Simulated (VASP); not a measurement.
# PbSe (P6_3/mmc) in VASP: a series of runs, part 2 of 2

VASP 6.6.1. Earlier steps stand in the parts before.

## 3. Single point, PBE (33.52 Å³/atom)

This run uses another cell than the first one, of 33.52 Å³/atom.

The input, INCAR:

```
SYSTEM = PbSe
ALGO = Normal ; EDIFF = 1E-6
ENCUT = 520 ; GGA = PE
ISIF = 2 ; ISMEAR = 0
LASPH = .True. ; LCHARG = .False.
LREAL = .False. ; LWAVE = .False.
NBANDS = 28 ; NELM = 100
PREC = Accurate ; SIGMA = 0.05
```

The input, KPOINTS:

```
k-points
0
Gamma
  8 8 6
  0 0 0
```

The input, POSCAR:

```
PbSe
1.0
    4.4722421612      0.0000000000      0.0000000000
   -2.2361210806      3.8730753234      0.0000000000
    0.0000000000      0.0000000000      7.7417069442
Pb Se
2 2
Direct
    0.0000000000      0.0000000000      0.0000000000
    0.0000000000      0.0000000000      0.5000000000
    0.3333333333      0.6666666667      0.2500000000
    0.6666666667      0.3333333333      0.7500000000
```

Potentials or basis: VASP PAW PBE potentials, release 64 (Pb_d, Se).

Command:

```bash
cat potpaw_PBE.64/Pb_d/POTCAR potpaw_PBE.64/Se/POTCAR > POTCAR
mpirun -np 1 vasp_std > vasp.out
```

Wall time 83 s (1 thread of AMD EPYC 9R45 (Zen 5), shared host); peak memory 0.29 GiB.

It converged, with:

```yaml
Free_energy: -16.0624 eV
Pressure: -3.5 GPa
Band_gap_on_the_k_mesh: 0.09 eV
```

Levels at points of the mesh, in eV from the valence-band top:
```
           k point  band 16  band 17  band 18  band 19  band 20  band 21  band 22  band 23  band 24  band 25
(0.00, 0.00, 0.00)    -1.42    -1.42    -1.02    -1.02     0.00     0.09     2.91     2.91     2.91     2.91
(0.50, 0.00, 0.00)    -3.32    -2.44    -1.12    -1.10    -0.71     0.34     1.76     2.71     3.68     4.64
(0.00, 0.00, 0.50)    -1.26    -1.22    -1.22    -1.22    -1.22     2.30     2.30     2.82     2.82     2.82
(0.50, 0.00, 0.50)    -2.69    -2.08    -2.08    -1.92    -1.92     2.52     2.52     2.85     2.85     3.23
```

Caveat: the cell stands under tension; spin-orbit coupling is left out, which moves the levels of the heavy elements. A k mesh can miss the band edges.

## 4. Relaxation of shape and atoms at fixed volume, PBE (28.80 Å³/atom)

This run uses another cell than the first one, of 28.80 Å³/atom.

The input, INCAR:

```
SYSTEM = PbSe
  PREC = Accurate
  ENCUT = 600
  EDIFF = 1E-7
  ISMEAR = 0
  SIGMA = 0.05
  LREAL = .FALSE.
  LASPH = .TRUE.
  NELM = 100
  ALGO = Normal
  ISIF = 4
  LWAVE = .FALSE.
  LCHARG = .FALSE.
  GGA = PE
  IBRION = 2
  NSW = 60
  EDIFFG = -0.01
```

The input, KPOINTS:

```
Automatic mesh
0
G
  8 8 6
  0 0 0
```

The input, POSCAR:

```
PbSe
1.0
    4.2118182330      0.0000000000      0.0000000000
   -2.1059091165      3.6475415859      0.0000000000
    0.0000000000      0.0000000000      7.4987216527
Pb Se
2 2
Direct
    0.0000000000      0.0000000000      0.0000000000
    0.0000000000      0.0000000000      0.5000000000
    0.3333333333      0.6666666667      0.2500000000
    0.6666666667      0.3333333333      0.7500000000
```

Command:

```bash
cat potpaw_PBE.64/Pb_d/POTCAR potpaw_PBE.64/Se/POTCAR > POTCAR
mpirun -np 1 vasp_std > vasp.out
```

Wall time 2.4 min (1 thread of AMD EPYC 9R45 (Zen 5), shared host); peak memory 0.32 GiB.

The run converged. Its results:

```yaml
Free_energy: -16.1463 eV
Energy_gained_by_relaxing: 0.1 meV/atom
Ionic_steps: 3
Pressure_after_relaxing: 2.8 GPa
Band_gap_on_the_k_mesh: zero (bands 20 and 21 overlap by 0.02 eV)
```

The path:
```csv
step,energy change (eV),largest force (eV/Å),pressure (GPa),volume (Å³)
1,0.0000,0.0000,2.88,115.20
2,-0.0002,0.0000,2.86,115.20
3,-0.0003,0.0000,2.83,115.20
```

Final structure:
```
CELL_PARAMETERS angstrom
4.20342 0.00000 0.00000
-2.10171 3.64027 0.00000
0.00000 0.00000 7.52871
ATOMIC_POSITIONS crystal
Pb 0.00000 0.00000 0.00000
Pb 0.00000 0.00000 0.50000
Se 0.33333 0.66667 0.25000
Se 0.66667 0.33333 0.75000
```

Levels at points of the mesh, in eV from the Fermi level:
```csv
k point,band 16,band 17,band 18,band 19,band 20,band 21,band 22,band 23,band 24
"(0.00, 0.00, 0.00)",-1.93,-1.93,-1.45,-1.45,0.03,0.30,2.95,2.95,3.08
"(0.50, 0.00, 0.00)",-4.42,-3.17,-1.64,-1.57,-1.00,0.01,1.51,2.32,3.77
"(0.00, 0.00, 0.50)",-1.68,-1.68,-1.68,-1.58,-1.58,2.44,2.44,2.89,2.89
"(0.50, 0.00, 0.50)",-3.48,-2.86,-2.86,-2.57,-2.57,2.39,2.39,2.77,2.77
```

Caveat: semilocal functionals underestimate gaps, and a narrow one can read as zero; spin-orbit coupling is left out, which moves the levels of the heavy elements.

## 5. Relaxation of shape and atoms at fixed volume, PBE (31.09 Å³/atom)

This run uses another cell than the first one, of 31.09 Å³/atom.

The input, INCAR:

```
PREC = Accurate
ENCUT = 600
EDIFF = 1E-6
ISMEAR = 0
SIGMA = 0.05
LREAL = F
LASPH = T
NELM = 100
ALGO = Normal
ISIF = 4
LWAVE = F
LCHARG = F
GGA = PE
IBRION = 2
NSW = 60
EDIFFG = -0.01
```

The input, KPOINTS:

```
regular mesh
0
Gamma
  8 8 6
```

The input, POSCAR:

```
PbSe
1.0
    4.3355881797      0.0000000000      0.0000000000
   -2.1677940898      3.7547295040      0.0000000000
    0.0000000000      0.0000000000      7.6383365529
Pb Se
2 2
Direct
    0.0000000000      0.0000000000      0.0000000000
    0.0000000000      0.0000000000      0.5000000000
    0.3333333333      0.6666666667      0.2500000000
    0.6666666667      0.3333333333      0.7500000000
```

Command:

```bash
cat potpaw_PBE.64/Pb_d/POTCAR potpaw_PBE.64/Se/POTCAR > POTCAR
mpirun -np 1 vasp_std > vasp.out
```

It took 2.3 min on 1 thread of Oxide Virtual Turin-like, shared host; peak memory 0.33 GiB.

The run converged. Its results:

```yaml
Free_energy: -16.1973 eV
Energy_gained_by_relaxing: 0.1 meV/atom
Ionic_steps: 3
Pressure_after_relaxing: -0.8 GPa
Band_gap_on_the_k_mesh: 0.08 eV
```

Step by step:
```tsv
step	energy change (eV)	largest force (eV/Å)	pressure (GPa)	volume (Å³)
1	0.0000	0.0000	-0.87	124.34
2	-0.0001	0.0000	-0.85	124.34
3	-0.0002	0.0000	-0.83	124.34
```

Final structure:
```cif
data_structure
_symmetry_space_group_name_H-M 'P 1'
_symmetry_Int_Tables_number 1
_cell_length_a 4.3422
_cell_length_b 4.3422
_cell_length_c 7.6150
_cell_angle_alpha 90.000
_cell_angle_beta 90.000
_cell_angle_gamma 120.000
_cell_volume 124.34
loop_
_atom_site_label
_atom_site_type_symbol
_atom_site_fract_x
_atom_site_fract_y
_atom_site_fract_z
_atom_site_occupancy
Pb1 Pb 0.00000 0.00000 0.00000 1
Pb2 Pb 0.00000 0.00000 0.50000 1
Se1 Se 0.33333 0.66667 0.25000 1
Se2 Se 0.66667 0.33333 0.75000 1
```

Levels at points of the mesh, in eV from the valence-band top:
```
           k point  band 17  band 18  band 19  band 20  band 21  band 22  band 23  band 24
(0.00, 0.00, 0.00)    -1.71    -1.27    -1.27     0.00     0.08     2.89     2.89     2.95
(0.50, 0.00, 0.00)    -2.83    -1.41    -1.36    -0.88     0.16     1.61     2.54     3.72
(0.00, 0.00, 0.50)    -1.49    -1.49    -1.47    -1.47     2.34     2.34     2.82     2.82
(0.50, 0.00, 0.50)    -2.47    -2.47    -2.28    -2.28     2.45     2.45     2.79     2.79
```

Caveat: spin-orbit coupling is left out, which moves the levels of the heavy elements. A k mesh can miss the band edges.

## 6. Relaxation of shape and atoms at fixed volume, PBE (31.70 Å³/atom)

This run uses another cell than the first one, of 31.70 Å³/atom.

The input, INCAR:

```
SYSTEM = PbSe
PREC = Accurate
ENCUT = 600
EDIFF = 1E-6
ISMEAR = 0
SIGMA = 0.05
LREAL = .FALSE.
LASPH = .TRUE.
NELM = 80
ALGO = Normal
ISIF = 4
LWAVE = .FALSE.
LCHARG = .FALSE.
GGA = PE
IBRION = 2
NSW = 60
EDIFFG = -0.01
```

The input, KPOINTS:

```
regular mesh
0
G
  8 8 6
  0 0 0
```

The input, POSCAR:

```
PbSe
1.0
    4.3695663282      0.0000000000      0.0000000000
   -2.1847831641      3.7841554438      0.0000000000
    0.0000000000      0.0000000000      7.6674567042
Pb Se
2 2
Direct
    0.0000000000      0.0000000000      0.0000000000
    0.0000000000      0.0000000000      0.5000000000
    0.3333333333      0.6666666667      0.2500000000
    0.6666666667      0.3333333333      0.7500000000
```

Potentials or basis: VASP PAW PBE potentials, release 64 (Pb_d, Se).

Command:

```bash
cat potpaw_PBE.64/Pb_d/POTCAR potpaw_PBE.64/Se/POTCAR > POTCAR
mpirun -np 1 vasp_std > vasp.out
```

It took 3.7 min on 1 thread of Oxide Virtual Turin-like, shared host; peak memory 0.33 GiB.

The run converged. Its results:

| Item | Value |
| --- | --- |
| Free energy | -16.1789 eV |
| Energy gained by relaxing | 0.1 meV/atom |
| Ionic steps | 3 |
| Pressure after relaxing | -1.6 GPa |
| Band gap on the k mesh | 0.04 eV |

The path:
```
step  energy change (eV)  largest force (eV/Å)  pressure (GPa)  volume (Å³)
   1              0.0000                0.0000           -1.62       126.78
   2             -0.0001                0.0000           -1.61       126.78
   3             -0.0002                0.0000           -1.59       126.78
```

Final structure:
```xyz
4
Lattice="4.3761 0.0000 0.0000 -2.1881 3.7898 0.0000 0.0000 0.0000 7.6445" Properties=species:S:1:pos:R:3 pbc="T T T"
Pb    0.0000    0.0000    0.0000
Pb    0.0000    0.0000    3.8223
Se    0.0000    2.5265    1.9111
Se    2.1881    1.2633    5.7334
```

Levels at points of the mesh, in eV from the valence-band top:
```
           k point  band 18  band 19  band 20  band 21  band 22  band 23
(0.00, 0.00, 0.00)    -1.23    -1.23     0.00     0.04     2.88     2.88
(0.50, 0.00, 0.00)    -1.35    -1.31    -0.86     0.19     1.63     2.57
(0.00, 0.00, 0.50)    -1.44    -1.44    -1.44     2.31     2.31     2.80
(0.50, 0.00, 0.50)    -2.39    -2.20    -2.20     2.46     2.46     2.78
```

Caveat: spin-orbit coupling is left out, which moves the levels of the heavy elements.

## 7. Overview

| task | cell | cutoff (eV) | gap on the mesh (eV) | pressure (GPa) |
| --- | --- | --- | --- | --- |
| single point | a = 4.424, b = 4.424, c = 7.695 Å, angles 90.0, 90.0, 120.0°, 4 atoms | 520 | 0.03 | -2.6 |
| single point | a = 4.472, b = 4.472, c = 7.742 Å, angles 90.0, 90.0, 120.0°, 4 atoms | 520 | 0.09 | -3.5 |
| relaxation of shape and atoms at fixed volume | relaxed from a = 4.212, b = 4.212, c = 7.499 Å, angles 90.0, 90.0, 120.0°, 4 atoms | 600 | none | 2.8 |
| relaxation of shape and atoms at fixed volume | relaxed from a = 4.336, b = 4.336, c = 7.638 Å, angles 90.0, 90.0, 120.0°, 4 atoms | 600 | 0.08 | -0.8 |
| relaxation of shape and atoms at fixed volume | relaxed from a = 4.370, b = 4.370, c = 7.667 Å, angles 90.0, 90.0, 120.0°, 4 atoms | 600 | 0.04 | -1.6 |

Alike in all rows: level PBE; potentials or basis VASP PAW PBE potentials, release 64 (Pb_d, Se); no spin polarisation; k mesh 8 × 8 × 6; smearing gaussian 0.05 eV.

Caveats: spin-orbit coupling is left out, which moves the levels of the heavy elements; the cell stands under tension (at least some runs); semilocal functionals underestimate gaps, and a narrow one can read as zero (at least some runs).

Total energies depend on the potentials used, so only differences within one code and one set of settings carry meaning.
